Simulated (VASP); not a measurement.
# Sn (Im-3m) in VASP: a series of runs

The runs below take Sn through single point, with r2SCAN.

All numbers are computed with VASP 6.6.1; they aren't measurements. Logs are shortened: lines on timing, memory, paths and dates and some standing lists are left out, and cuts for length are marked.

## 1. The cell of the first run

The structure is cubic, space group Im-3m (No. 229). Conventional cell: a = 3.871 Å, b = 3.871 Å, c = 3.871 Å, α = 90.00°, β = 90.00°, γ = 90.00°. Sn (site symmetry m-3m) has 14 Sn at 3.35 to 3.87 Å within 4.4 Å.

## 2. Single point, r2SCAN (volume scaled by 1.08)

POSCAR

```
Sn
1.0
   -1.9352544667      1.9352544667      1.9352544667
    1.9352544667     -1.9352544667      1.9352544667
    1.9352544667      1.9352544667     -1.9352544667
Sn
1
Direct
    0.0000000000      0.0000000000      0.0000000000
```

INCAR.step1

```
PREC     = Accurate       # precision mode
ENCUT    = 520            # plane-wave cutoff, eV
ISMEAR   = -1             # smearing method
SIGMA    = 0.1            # smearing width, eV
LREAL    = F              # projectors in reciprocal space
LASPH    = T              # aspherical terms in the spheres
NELM     = 80             # most SCF steps
NBANDS   = 13             # bands
GGA      = PE             # functional
ALGO     = Normal         # electronic algorithm
EDIFF    = 1E-4           # SCF threshold, eV
LWAVE    = T              # write WAVECAR
LCHARG   = F              # write CHGCAR
```

INCAR.step2

```
PREC     = Accurate       # precision mode
ENCUT    = 520            # plane-wave cutoff, eV
EDIFF    = 1E-7           # SCF threshold, eV
ISMEAR   = -1             # smearing method
SIGMA    = 0.1            # smearing width, eV
LREAL    = F              # projectors in reciprocal space
LASPH    = T              # aspherical terms in the spheres
NELM     = 80             # most SCF steps
ALGO     = Normal         # electronic algorithm
ISIF     = 2              # what is computed and relaxed
LWAVE    = F              # write WAVECAR
LCHARG   = F              # write CHGCAR
METAGGA  = R2SCAN         # meta-GGA
LMIXTAU  = T            
NBANDS   = 13             # bands
ISTART   = 1
```

KPOINTS

```
regular mesh
0
Gamma
  13 13 13
```

Potentials or basis: VASP PAW PBE potentials, release 64 (Sn_d).

Run with:

```bash
$ cat potpaw_PBE.64/Sn_d/POTCAR > POTCAR
$ cp INCAR.step1 INCAR
$ mpirun -np 1 vasp_std > vasp.out
$ cp INCAR.step2 INCAR
$ mpirun -np 1 vasp_std > vasp.out
```

OUTCAR:

```text
PREC = Accurate
   ENCUT = 520
   EDIFF = 1E-7
   ISMEAR = -1
   LREAL = F
   LASPH = T
   NELM = 80
   ISIF = 2
   METAGGA = R2SCAN
   ISTART = 1

 ion  position               nearest neighbor table
   1  0.000  0.000  0.000-

  LATTYP: Found a body centered cubic cell.
 ALAT       =     3.8705089334

  Lattice vectors:

 A1 = (  -1.9352544667,   1.9352544667,   1.9352544667)
 A2 = (   1.9352544667,  -1.9352544667,   1.9352544667)
 A3 = (   1.9352544667,   1.9352544667,  -1.9352544667)

Analysis of symmetry for initial positions (statically):
=====================================================================
 Subroutine PRICEL returns:
 Original cell was already a primitive cell.

 Routine SETGRP: Setting up the symmetry group for a
 body centered cubic supercell.

 Subroutine GETGRP returns: Found 48 space group operations
 (whereof 48 operations were pure point group operations)
 out of a pool of 48 trial point group operations.

The static configuration has the point symmetry O_h .

Analysis of symmetry for dynamics (positions and initial velocities):
=====================================================================
 Subroutine PRICEL returns:
 Original cell was already a primitive cell.

 Routine SETGRP: Setting up the symmetry group for a
 body centered cubic supercell.

 Subroutine GETGRP returns: Found 48 space group operations
 (whereof 48 operations were pure point group operations)
 out of a pool of 48 trial point group operations.

The dynamic configuration has the point symmetry O_h .

 Subroutine INISYM returns: Found 48 space group operations
 (whereof 48 operations are pure point group operations),
 and found     1 'primitive' translations

----------------------------------------------------------------------------------------

                                     Primitive cell

  volume of cell :      28.9917

  direct lattice vectors                    reciprocal lattice vectors
    -1.935254467  1.935254467  1.935254467     0.000000000  0.258363956  0.258363956
     1.935254467 -1.935254467  1.935254467     0.258363956  0.000000000  0.258363956
     1.935254467  1.935254467 -1.935254467     0.258363956  0.258363956  0.000000000

  length of vectors
     3.351959062  3.351959062  3.351959062     0.365381811  0.365381811  0.365381811

  position of ions in fractional coordinates (direct lattice)
     0.000000000  0.000000000  0.000000000

  ion indices of the primitive-cell ions
   primitive index   ion index
                 1           1

----------------------------------------------------------------------------------------

 KPOINTS: regular mesh

Automatic generation of k-mesh.
 Grid dimensions read from file:
 generate k-points for:   13   13   13

 Generating k-lattice:

  Cartesian coordinates                     Fractional coordinates (reciprocal lattice)
     0.000000000  0.019874150  0.019874150     0.076923077  0.000000000  0.000000000
     0.019874150  0.000000000  0.019874150     0.000000000  0.076923077  0.000000000
     0.019874150  0.019874150  0.000000000     0.000000000  0.000000000  0.076923077

  Length of vectors
     0.028106293  0.028106293  0.028106293

  Shift w.r.t. Gamma in fractional coordinates (k-lattice)
     0.000000000  0.000000000  0.000000000

 Subroutine IBZKPT returns following result:
 ===========================================

 Found     84 irreducible k-points:

 Following reciprocal coordinates:
            Coordinates               Weight
  0.000000  0.000000  0.000000      1.000000
  0.076923  0.000000  0.000000     12.000000
  0.153846  0.000000  0.000000     12.000000
  0.230769  0.000000  0.000000     12.000000
  0.307692  0.000000  0.000000     12.000000
  0.384615  0.000000  0.000000     12.000000
[... 16 lines left out ...]
  0.153846  0.076923  0.076923     24.000000
  0.230769  0.076923  0.076923     24.000000
 [... further k-points ...]
   k-points           NKPTS =     84   k-points in BZ     NKDIM =     84   number of bands    NBANDS=     13
   number of dos      NEDOS =    301   number of ions     NIONS =      1
   total plane-waves  NPLWV =  21952
   dimension x,y,z NGX =    28 NGY =   28 NGZ =   28
   dimension x,y,z NGXF=    56 NGYF=   56 NGZF=   56
   ions per type =               1
   NGX,Y,Z   is equivalent  to a cutoff of  13.89, 13.89, 13.89 a.u.
   NGXF,Y,Z  is equivalent  to a cutoff of  27.77, 27.77, 27.77 a.u.
 SYSTEM =  unknown system
   PREC   = accura    normal or accurate (medium, high low for compatibility)
   ISTART =      1    job   : 0-new  1-cont  2-samecut
   ICHARG =      0    charge: 1-file 2-atom 10-const
   ISPIN  =      1    spin polarized calculation?
   LNONCOLLINEAR =      F non collinear calculations
   LSORBIT =      F    spin-orbit coupling
   LASPH  =      T    aspherical Exc in radial PAW
   ENCUT  =  520.0 eV  38.22 Ry    6.18 a.u.   6.23  6.23  6.23*2*pi/ulx,y,z
   NELM   =     80;   NELMIN=  2; NELMDL=  0     # of ELM steps
   EDIFF  = 0.1E-06   stopping-criterion for ELM
   LREAL  =      F    real-space projection
   EDIFFG = 0.1E-05   stopping-criterion for IOM
   NSW    =      0    number of steps for IOM
   IBRION =     -1    ionic relax: 0-MD 1-quasi-New 2-CG
   NFREE  =      0    steps in history (QN), initial steepest desc. (CG)
   ISIF   =      2    stress and relaxation
   ISYM   =      2    0-nonsym 1-usesym 2-fastsym
   POTIM  = 0.5000    time-step for ionic-motion
   TEBEG  =    0.0;   TEEND  =   0.0 temperature during run
   PSTRESS=    0.0 pullay stress
   NELECT =      14.0000    total number of electrons
   NUPDOWN=      -1.0000    fix difference up-down
   EMIN   =  10.00;   EMAX   =-10.00  energy-range for DOS
   EFERMI =   0.00;   METHOD = LEGACY
   ISMEAR =    -1;   SIGMA  =   0.10  broadening in eV -4-tet -1-fermi 0-gaus
   EFERMI_NEDOS =   21; number of points for ismear=-14 and -15
   IALGO  =     38    algorithm
   IMIX   =      4    mixing-type and parameters
     AMIX     =   0.40;   BMIX     =  1.00
     AMIX_MAG =   1.60;   BMIX_MAG =  1.00
  volume/ion in A,a.u.               =      28.99       195.65
  Fermi-wavevector in a.u.,A,eV,Ry     =   1.284378  2.427122 22.444526  1.649626
  Thomas-Fermi vector in A             =   2.416575
   LORBIT       =      0    0 simple, 1 ext, 2 COOP (PROOUT), +10 PAW based schemes
   METAGGA = R2SCAN    functional components
   LHFCALC =     F    Hartree Fock is set to
   AEXX    =    0.0000 exact exchange contribution
   IVDW    =     0    specifies the selected vdW correction
   LEPSILON=     F    determine dielectric tensor
   LRPA    =     F    only Hartree local field effects (RPA)
 non-spin polarized calculation
  energy-cutoff  :      520.00
  volume of cell :       28.99
 maximum number of plane-waves:       790
 NGX is ok and might be reduce to    28
   NGX = 13   NGY = 13   NGZ = 13

 number of electron      14.0000006 magnetization

 Free energy of the ion-electron system (eV)
  ---------------------------------------------------
  ext. energy  EPLUGINS =         0.00000000
  ---------------------------------------------------
  free energy    TOTEN  =       -24.48968613 eV

  energy without entropy =      -24.46820137  energy(sigma->0) =      -24.47894375

 E-fermi :   7.2332     XC(G=0): -10.9144

 val. band max:        7.1909660422   @ k =  -0.4615  -0.4615   0.2308
 cond. band min:       7.2607434013   @ k =   0.3077   0.1538   0.1538
 fundamental gap:      0.0697773590
 Fermi energy:         7.2332350928

 k-point     1 :       0.0000    0.0000    0.0000
  band No.  band energies     occupation
      1     -14.9598      2.00000
      2     -14.9598      2.00000
      3     -14.9598      2.00000
      4     -14.8340      2.00000
      5     -14.8340      2.00000
      6      -3.9031      2.00000
      7      15.0828      0.00000
      8      15.0828      0.00000
      9      15.0828      0.00000
     10      20.0175      0.00000
     11      20.0550      0.00000
     12      20.0604      0.00000
     13      20.0604      0.00000

 k-point     2 :       0.0769    0.0000    0.0000
  band No.  band energies     occupation
      1     -14.9621      2.00000
      2     -14.9563      2.00000
      3     -14.9487      2.00000
      4     -14.8367      2.00000
      5     -14.8345      2.00000
      6      -3.7739      2.00000
      7      14.0175      0.00000
      8      14.5884      0.00000
      9      14.9419      0.00000
     10      18.6144      0.00000
     11      18.7810      0.00000
     12      19.7569      0.00000
     13      20.7016      0.00000

 k-point     3 :       0.1538    0.0000    0.0000
  band No.  band energies     occupation
      1     -14.9685      2.00000
      2     -14.9473      2.00000
      3     -14.9175      2.00000
      4     -14.8432      2.00000
      5     -14.8357      2.00000
      6      -3.3861      2.00000
      7      11.7864      0.00000
      8      13.5833      0.00000
      9      14.5458      0.00000
     10      17.5097      0.00000
     11      17.7441      0.00000
     12      19.6055      0.00000
     13      21.2280      0.00000
[... 305 lines left out ...]
 k-point    23 :       0.1538    0.0769    0.0769
  band No.  band energies     occupation
      1     -14.9701      2.00000
      2     -14.9512      2.00000
      3     -14.8563      2.00000
      4     -14.8461      2.00000
      5     -14.8402      2.00000
      6      -2.4838      2.00000
      7       9.1630      0.00000
      8      11.4180      0.00000
      9      12.2617      0.00000
     10      18.4297      0.00000
     11      18.5497      0.00000
     12      20.6809      0.00000
     13      21.8831      0.00000

 k-point    24 :       0.2308    0.0769    0.0769
  band No.  band energies     occupation
      1     -14.9787      2.00000
      2     -14.9397      2.00000
      3     -14.8497      2.00000
      4     -14.8402      2.00000
      5     -14.8208      2.00000
      6      -1.5929      2.00000
      7       7.0914      1.61016
      8      10.3276      0.00000
      9      11.6351      0.00000
     10      18.0556      0.00000
     11      18.4175      0.00000
     12      21.0729      0.00000
     13      22.5104      0.00000

 [... further k-points ...]
[... 5 lines left out ...]
  --------------------------------------------------------------------------------------
  -------------------------------------------------------------------------------------
  Total       -0.5586661     -0.5586661     -0.5586661      0.0000000      0.0000000      0.0000000
  in kB      -30.8736973    -30.8736973    -30.8736973      0.0000000      0.0000000      0.0000000
  external PRESSURE =     -30.8736973 kB  Pullay stress =       0.0000000 kB

 VOLUME and BASIS-vectors are now :
 -----------------------------------------------------------------------------
  energy-cutoff  :      520.00
  volume of cell :       28.99
      direct lattice vectors                 reciprocal lattice vectors
    -1.935254467  1.935254467  1.935254467     0.000000000  0.258363956  0.258363956
     1.935254467 -1.935254467  1.935254467     0.258363956  0.000000000  0.258363956
     1.935254467  1.935254467 -1.935254467     0.258363956  0.258363956  0.000000000

 POSITION                                       TOTAL-FORCE (eV/Angst)
 -----------------------------------------------------------------------------------
      0.00000      0.00000      0.00000        -0.000000     -0.000000     -0.000000
 -----------------------------------------------------------------------------------
    total drift:                                0.000000     -0.000000      0.000000

  FREE ENERGIE OF THE ION-ELECTRON SYSTEM (eV)
  ---------------------------------------------------
  free  energy   TOTEN  =       -24.4896861287 eV

  energy  without entropy=      -24.4682013702  energy(sigma->0) =      -24.47894375
```

Run time: 1.9 min. Hardware: 1 thread of AMD EPYC 9R45 (Zen 5), shared host; peak memory 0.14 GiB.

Results:

- Free energy: -24.4897 eV
- Pressure: -3.1 GPa
- Band gap on the k mesh: zero (band 7 reaches 15.08 eV, above the bottom of band 8 at 5.00 eV)

Levels at points of the mesh, in eV from the Fermi level:
| k point | band 3 | band 4 | band 5 | band 6 | band 7 | band 8 | band 9 | band 10 | band 11 | band 12 |
| --- | --- | --- | --- | --- | --- | --- | --- | --- | --- | --- |
| (0.00, 0.00, 0.00) | -22.19 | -22.07 | -22.07 | -11.14 | 7.85 | 7.85 | 7.85 | 12.78 | 12.82 | 12.83 |

Caveat: the PAW data sets were made with another functional, which shifts forces and pressure a little; spin-orbit coupling is left out, which moves the levels of the heavy elements.

## 3. Single point, r2SCAN (volume scaled by 1.12)

POSCAR

```
Sn
1.0
   -1.9588574572      1.9588574572      1.9588574572
    1.9588574572     -1.9588574572      1.9588574572
    1.9588574572      1.9588574572     -1.9588574572
Sn
1
Direct
    0.0000000000      0.0000000000      0.0000000000
```

INCAR.step1

```
  ALGO = Normal
  EDIFF = 1E-4
  ENCUT = 520
  GGA = PE
  ISMEAR = -1
  LASPH = True
  LCHARG = False
  LREAL = False
  LWAVE = True
  NBANDS = 13
  NELM = 100
  PREC = Accurate
  SIGMA = 0.1
```

INCAR.step2

```
  ALGO = Normal
  EDIFF = 1E-7
  ENCUT = 520
  ISIF = 2
  ISMEAR = -1
  ISTART = 1
  LASPH = True
  LCHARG = False
  LMIXTAU = True
  LREAL = False
  LWAVE = False
  METAGGA = R2SCAN
  NBANDS = 13
  NELM = 100
  PREC = Accurate
  SIGMA = 0.1
```

KPOINTS

```
k-points
0
Gamma
  13 13 13
```

Potentials or basis: VASP PAW PBE potentials, release 64 (Sn_d).

Run with:

```bash
$ cat potpaw_PBE.64/Sn_d/POTCAR > POTCAR
$ cp INCAR.step1 INCAR
$ mpirun -np 1 vasp_std > vasp.out
$ cp INCAR.step2 INCAR
$ mpirun -np 1 vasp_std > vasp.out
```

Run time: 2.5 min. Hardware: 1 thread of AMD EPYC 9R45 (Zen 5), shared host; peak memory 0.15 GiB.

The run converged. Its results:

```
Free energy            : -24.4653 eV
Pressure               : -4.3 GPa
Band gap on the k mesh : zero (band 7 reaches 14.34 eV, above the bottom of band 8 at 4.71 eV)
```

Levels at points of the mesh, in eV from the Fermi level:
| k point | band 4 | band 5 | band 6 | band 7 | band 8 | band 9 | band 10 | band 11 |
| --- | --- | --- | --- | --- | --- | --- | --- | --- |
| (0.00, 0.00, 0.00) | -22.07 | -22.07 | -10.89 | 7.51 | 7.51 | 7.51 | 12.53 | 12.53 |

Caveat: the PAW data sets were made with another functional, which shifts forces and pressure a little; spin-orbit coupling is left out, which moves the levels of the heavy elements.

[end of part 1 of 2]
